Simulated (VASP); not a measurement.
# Pd: single point with LDA

Pd:

```
CELL_PARAMETERS angstrom
0.00000 1.94555 1.94555
1.94555 0.00000 1.94555
1.94555 1.94555 0.00000
ATOMIC_POSITIONS crystal
Pd 0.00000 0.00000 0.00000
```

```yaml
Program: VASP 6.6.1
Task: single point
Functional: LDA
Potentials_or_basis: VASP PAW LDA potentials, release 64 (Pd)
Cutoff: 520 eV
k_mesh: 23 × 23 × 23
Occupations: fermi-dirac, width 0.05 eV
Spin: collinear spin
Starting_moments: "[0.5] μB"
Dipole_correction: no
Further_INCAR_settings: ALGO = Normal; EDIFF = 1e-06; NBANDS = 15
```

* Pressure: -8.0 GPa
* Band gap on the k mesh: zero (filled and empty bands overlap)
* Net moment: 0.00 μB per cell
* Valence electrons inside the program's atomic spheres: Pd 9.44

Levels at points of the mesh, in eV from the Fermi level:
Spin up:
```tsv
k point	band 3	band 4	band 5	band 6	band 7	band 8
(0.00, 0.00, 0.00)	-2.88	-2.88	-1.22	-1.22	17.14	21.87
```
Spin down:
| k point | band 2 | band 3 | band 4 | band 5 | band 6 | band 7 | band 8 | band 9 |
| --- | --- | --- | --- | --- | --- | --- | --- | --- |
| (0.00, 0.00, 0.00) | -2.88 | -2.88 | -2.88 | -1.23 | -1.23 | 17.14 | 21.87 | 21.87 |

It took 2 min on 1 thread of Intel Xeon 8259CL, with other jobs on the host, peak memory 0.22 GiB.

Caveat: the cell stands under tension.
